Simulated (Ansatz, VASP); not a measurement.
# Co: VASP beside Ansatz

```
Co
1.0
     0.00000    1.71532    1.71532
     1.71532    0.00000    1.71532
     1.71532    1.71532    0.00000
Co
1
Direct
  0.00000 0.00000 0.00000
```

Alike in both runs: task single point; functional revPBE; k mesh 17 × 17 × 17; occupations fermi-dirac, width 0.1 eV; no spin polarisation.

|  | VASP | Ansatz |
| --- | --- | --- |
| version | VASP 6.6.1 | Ansatz 0.2.0 |
| potentials or method | VASP PAW PBE potentials, release 64 (Co), cutoff 520 eV | plane waves (420 eV) with PAW, scalar-relativistic |
| valence electrons in the cell | 9 | 17 |

Ansatz gave:

| Item | Value |
| --- | --- |
| pressure (GPa) | 10.7 |

Q: Which values does VASP return?

A: Pressure (GPa): 9.8.

VASP's potentials were made for PBE, not for revPBE. With one functional, cell and mesh, what is left measures potentials, basis and numerics. VASP's potentials hold 9 valence electrons a cell and Ansatz's 17, so a difference there can come from the potentials and not from the codes.
